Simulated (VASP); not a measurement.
## Nb: single point with PBEsol

The system is Nb.

```
CELL_PARAMETERS angstrom
0.00000 2.82968 2.82968
2.82968 0.00000 2.82968
2.82968 2.82968 0.00000
ATOMIC_POSITIONS crystal
Nb 0.87500 0.87500 0.87500
Nb 0.12500 0.12500 0.12500
```

This isn't the form of Nb at room conditions, which is bcc.

```
Program                : VASP 6.6.1
Task                   : single point
Functional             : PBEsol
Potentials or basis    : VASP PAW PBE potentials, release 64 (Nb_sv)
Cutoff                 : 520 eV
k mesh                 : 9 × 9 × 9
Occupations            : fermi-dirac, width 0.05 eV
Spin                   : collinear spin, zero start
Starting moments       : [0.0, 0.0] μB
Dipole correction      : no
Further INCAR settings : ALGO = Normal; EDIFF = 1e-07; NBANDS = 24
```

* Pressure: 6.7 GPa
* Band gap on the k mesh: zero (filled and empty bands overlap)
* Net moment: 0.00 μB per cell
* Valence electrons inside the program's atomic spheres: Nb 11.13

Levels at points of the mesh, in eV from the Fermi level:
Spin up:
```tsv
k point	band 11	band 12	band 13	band 14	band 15	band 16
(0.00, 0.00, 0.00)	-1.89	-0.61	-0.61	-0.61	2.15	2.15
```
Spin down:
| k point | band 10 | band 11 | band 12 | band 13 | band 14 | band 15 | band 16 | band 17 |
| --- | --- | --- | --- | --- | --- | --- | --- | --- |
| (0.00, 0.00, 0.00) | -1.89 | -1.89 | -0.61 | -0.61 | -0.61 | 2.15 | 2.15 | 2.15 |

Run time: 2.4 min on 1 thread of Intel Xeon 8259CL, with other jobs on the host, peak memory 0.21 GiB.

Caveat: the cell stands under pressure; the PAW data sets were made with another functional, which shifts forces and pressure a little.
